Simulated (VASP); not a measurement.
# MnS (F-43m) in VASP: notebook, part 2 of 2

VASP 6.6.1. The steps go on from the part before.

## 4. Single point, r2SCAN, collinear spin, ferromagnetic start

File POSCAR:

```
MnS
1.0
    0.0000000000      2.8000000000      2.8000000000
    2.8000000000      0.0000000000      2.8000000000
    2.8000000000      2.8000000000      0.0000000000
Mn S
1 1
Direct
    0.0000000000      0.0000000000      0.0000000000
    0.2500000000      0.2500000000      0.2500000000
```

File INCAR.step1:

```
ALGO = Normal
EDIFF = 1E-4
ENCUT = 520
GGA = PE
ISMEAR = -1
ISPIN = 2
LASPH = T
LCHARG = F
LMAXMIX = 4
LREAL = F
LWAVE = T
MAGMOM = 2.8 0
NBANDS = 20
NELM = 150
PREC = Accurate
SIGMA = 0.15
```

File INCAR.step2:

```
ALGO = Normal
EDIFF = 1E-7
ENCUT = 520
ISIF = 2
ISMEAR = -1
ISPIN = 2
ISTART = 1
LASPH = T
LCHARG = F
LMAXMIX = 4
LMIXTAU = T
LORBIT = 11
LREAL = F
LWAVE = F
MAGMOM = 2.8 0
METAGGA = R2SCAN
NBANDS = 20
NELM = 150
PREC = Accurate
SIGMA = 0.15
```

File KPOINTS:

```
k-points
0
Gamma
  10 10 10
```

Potentials or basis: VASP PAW PBE potentials, release 64 (Mn_pv, S).

The run is started by

```
cat potpaw_PBE.64/Mn_pv/POTCAR potpaw_PBE.64/S/POTCAR > POTCAR
cp INCAR.step1 INCAR
mpirun -np 1 vasp_std > vasp.out
cp INCAR.step2 INCAR
mpirun -np 1 vasp_std > vasp.out
```

OUTCAR:

```text
EDIFF = 1E-7
   ENCUT = 520
   ISIF = 2
   ISMEAR = -1
   ISPIN = 2
   ISTART = 1
   LASPH = T
   LORBIT = 11
   LREAL = F
   METAGGA = R2SCAN
   NELM = 150
   PREC = Accurate

 ion  position               nearest neighbor table
   1  0.000  0.000  0.000-   2 2.42   2 2.42   2 2.42   2 2.42
   2  0.250  0.250  0.250-   1 2.42   1 2.42   1 2.42   1 2.42

  LATTYP: Found a face centered cubic cell.
 ALAT       =     5.6000000000

  Lattice vectors:

 A1 = (   0.0000000000,   2.8000000000,   2.8000000000)
 A2 = (   2.8000000000,   0.0000000000,   2.8000000000)
 A3 = (   2.8000000000,   2.8000000000,   0.0000000000)

Analysis of symmetry for initial positions (statically):
=====================================================================
 Subroutine PRICEL returns:
 Original cell was already a primitive cell.

 Routine SETGRP: Setting up the symmetry group for a
 face centered cubic supercell.

 Subroutine GETGRP returns: Found 24 space group operations
 (whereof 24 operations were pure point group operations)
 out of a pool of 48 trial point group operations.

[... 738 lines left out ...]

 spin component 2

 k-point     1 :       0.0000    0.0000    0.0000
  band No.  band energies     occupation
      1     -42.5546      1.00000
      2     -42.5546      1.00000
      3     -42.5546      1.00000
      4      -9.7817      1.00000
      5       1.0917      1.00000
      6       1.0917      1.00000
[... 541 lines left out ...]
     19      20.3024      0.00000
     20      21.0492      0.00000

 [... further k-points ...]
[... 5 lines left out ...]
  --------------------------------------------------------------------------------------
  -------------------------------------------------------------------------------------
  Total        0.4647913      0.4647913      0.4647913      0.0000000      0.0000000      0.0000000
  in kB       16.9615107     16.9615107     16.9615107      0.0000000      0.0000000      0.0000000
  external PRESSURE =      16.9615107 kB  Pullay stress =       0.0000000 kB

 VOLUME and BASIS-vectors are now :
 -----------------------------------------------------------------------------
  energy-cutoff  :      520.00
  volume of cell :       43.90
      direct lattice vectors                 reciprocal lattice vectors
     0.000000000  2.800000000  2.800000000    -0.178571429  0.178571429  0.178571429
     2.800000000  0.000000000  2.800000000     0.178571429 -0.178571429  0.178571429
     2.800000000  2.800000000  0.000000000     0.178571429  0.178571429 -0.178571429

 POSITION                                       TOTAL-FORCE (eV/Angst)
 -----------------------------------------------------------------------------------
      0.00000      0.00000      0.00000        -0.000000     -0.000000     -0.000000
      1.40000      1.40000      1.40000         0.000000      0.000000      0.000000
 -----------------------------------------------------------------------------------
    total drift:                                0.000001      0.000001      0.000001

  FREE ENERGIE OF THE ION-ELECTRON SYSTEM (eV)
  ---------------------------------------------------
  free  energy   TOTEN  =       -24.8766130235 eV

  energy  without entropy=      -24.8669939204  energy(sigma->0) =      -24.87180347

 total charge

# of ion       s       p       d       tot
------------------------------------------
    1        0.272   6.212   4.880  11.364
    2        1.302   2.497   0.000   3.799
--------------------------------------------------
tot          1.574   8.709   4.880  15.163

 magnetization (x)

# of ion       s       p       d       tot
------------------------------------------
    1        0.048   0.064   4.345   4.457
    2        0.013   0.061   0.000   0.074
--------------------------------------------------
tot          0.061   0.125   4.345   4.531
```

OSZICAR.step1:

```text
N       E                     dE             d eps       ncg     rms          rms(c)
DAV:   1     0.151827511565E+03    0.15183E+03   -0.98918E+03  3800   0.924E+02
DAV:   2    -0.648729591601E+01   -0.15831E+03   -0.14980E+03  3916   0.273E+02
DAV:   3    -0.148718382389E+02   -0.83845E+01   -0.82744E+01  4332   0.681E+01
DAV:   4    -0.149856014162E+02   -0.11376E+00   -0.11368E+00  4276   0.824E+00
DAV:   5    -0.149875440336E+02   -0.19426E-02   -0.19426E-02  4324   0.113E+00    0.119E+01
DAV:   6    -0.145204088818E+02    0.46714E+00   -0.97385E+00  4172   0.343E+01    0.131E+01
DAV:   7    -0.140681303253E+02    0.45228E+00   -0.17399E+00  4160   0.190E+01    0.676E+00
DAV:   8    -0.141180554015E+02   -0.49925E-01   -0.73208E-02  4380   0.245E+00    0.389E+00
DAV:   9    -0.140887070566E+02    0.29348E-01   -0.86537E-02  3996   0.215E+00    0.166E+00
DAV:  10    -0.141038086163E+02   -0.15102E-01   -0.30540E-02  3984   0.182E+00    0.102E+00
DAV:  11    -0.141103556871E+02   -0.65471E-02   -0.43042E-03  4036   0.833E-01    0.310E-01
DAV:  12    -0.141110145381E+02   -0.65885E-03   -0.75564E-04  4244   0.252E-01    0.102E-01
DAV:  13    -0.141110125680E+02    0.19701E-05   -0.11030E-04  3608   0.597E-02
   1 F= -.14111013E+02 E0= -.14079151E+02  d E =-.637228E-01  mag=     4.8199
```

Wall time 6.1 min (1 thread of Intel Xeon Platinum 8259CL at 2.50GHz (Skylake/Cascade Lake), shared host); peak memory 0.23 GiB.

Results:

| Quantity | Value |
| --- | --- |
| Free energy | -24.8766 eV |
| Pressure | 1.7 GPa |
| Band gap on the k mesh | 0.57 eV (least direct gap 1.24 eV) |
| Net moment | 4.99 μB per cell |
| Site moments | Mn +4.46; S +0.07 μB |
| Valence electrons inside the program's atomic spheres | Mn 11.36; S 3.80 |

Levels at points of the mesh, in eV from the valence-band top:
Spin up:
```tsv
k point	band 9	band 10	band 11	band 12	band 13	band 14	band 15	band 16
(0.00, 0.00, 0.00)	-3.72	0.00	0.00	0.00	1.24	6.17	6.17	6.17
(0.50, 0.00, 0.00)	-3.62	-3.41	-1.04	-1.04	3.21	6.55	6.55	7.21
(0.50, 0.50, 0.00)	-3.52	-3.13	-2.51	-2.51	2.88	4.50	9.61	11.32
```
Spin down:
```tsv
k point	band 5	band 6	band 7	band 8	band 9	band 10
(0.00, 0.00, 0.00)	-3.32	-3.32	-3.32	1.75	1.75	2.52
(0.50, 0.00, 0.00)	-5.34	-3.28	-3.28	1.75	1.90	1.90
(0.50, 0.50, 0.00)	-5.22	-3.47	-3.47	0.57	1.67	2.24
```

Caveat: the PAW data sets were made with another functional, which shifts forces and pressure a little; a cell with one magnetic atom can't hold antiferromagnetic order, which such compounds often take. r2SCAN opens gaps a little over a GGA but as a rule still falls short of measured ones.

## 5. Overview

```tsv
level	potentials or basis	gap on the mesh (eV)	pressure (GPa)	moment (μB)
BLYP	VASP PAW PBE potentials, release 64 (Mn_pv, S)	none	2.6	4.71
LDA	VASP PAW LDA potentials, release 64 (Mn_pv, S)	none	-7.3	4.57
r2SCAN	VASP PAW PBE potentials, release 64 (Mn_pv, S)	0.57	1.7	4.99
```

Alike in all rows: task single point; spin collinear, ferromagnetic start; cell as given; k mesh 10 × 10 × 10; cutoff (eV) 520; smearing fermi-dirac 0.15 eV.

Caveats: a cell with one magnetic atom can't hold antiferromagnetic order, which such compounds often take; the PAW data sets were made with another functional, which shifts forces and pressure a little (at least some runs); semilocal functionals often make such compounds metallic where correlation or magnetic order opens a gap, which also shifts bond lengths (at least some runs); the cell stands under tension (at least some runs).

Total energies depend on the potentials used, so only differences within one code and one set of settings carry meaning.
